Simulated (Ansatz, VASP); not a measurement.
**TiAl3 in VASP and in Ansatz**

The input INCAR:

```
SYSTEM = TiAl3
  PREC = Accurate
  ENCUT = 600
  EDIFF = 1E-6
  ISMEAR = -1
  SIGMA = 0.15
  LREAL = .FALSE.
  LASPH = .TRUE.
  NELM = 60
  ALGO = Fast
  ISIF = 3
  LWAVE = .FALSE.
  LCHARG = .FALSE.
  GGA = PE
  IBRION = 2
  NSW = 80
  EDIFFG = -0.001
```

KPOINTS

```
regular mesh
0
G
  10 10 10
  0 0 0
```

File POSCAR:

```
TiAl3
1.0
    3.9797267085      0.0000000000      0.0000000000
    0.0000000000      3.9797267085      0.0000000000
    0.0000000000      0.0000000000      3.9797267085
Ti Al
1 3
Direct
    0.0000000000      0.0000000000      0.0000000000
    0.5000000000      0.5000000000      0.0000000000
    0.5000000000      0.0000000000      0.5000000000
    0.0000000000      0.5000000000      0.5000000000
```

Input for Ansatz:

```yaml
crystal:
  lattice:
    - [3.9797267085, 0.0, 0.0]
    - [0.0, 3.9797267085, 0.0]
    - [0.0, 0.0, 3.9797267085]
  atoms:
    - { symbol: Ti, position: [0.0, 0.0, 0.0] }
    - { symbol: Al, position: [0.5, 0.5, 0.0] }
    - { symbol: Al, position: [0.5, 0.0, 0.5] }
    - { symbol: Al, position: [0.0, 0.5, 0.5] }
basis:
  ecutwfc: 420
kpoints:
  mp_grid: { grid: [10, 10, 10] }
hamiltonian:
  xc: pbe
scf:
  occupations: { method: fermi_dirac, width: 0.15 }
output:
  forces: true
  stress: true
  eigenvalues: true
relax:
  adjacent_minimum: "off"
  f_tol: 0.001
  max_steps: 60
  cell: { stress_tol: 0.01 }
```

Alike in both runs: task relaxation of cell and atoms; functional PBE; k mesh 10 × 10 × 10; occupations fermi-dirac, width 0.15 eV; no spin polarisation.

|  | VASP | Ansatz |
| --- | --- | --- |
| version | VASP 6.6.1 | Ansatz 0.2.0 |
| potentials or method | VASP PAW PBE potentials, release 64 (Ti_sv, Al), cutoff 600 eV | scalar-relativistic, plane waves, PAW |
| valence electrons in the cell | 21 | 21 |

```csv
,VASP,Ansatz,Ansatz less VASP
"gap on the k mesh at the Fermi level, each at its own relaxed structure (eV)",none,none,-
relaxed volume (Å³/atom),15.79,15.79,+0.004
relaxed length of the cell vector where the two differ most in proportion (Å),3.982,3.982,+0.0003
```

A gap of «none» marks a metal or a gap that the smearing closes.
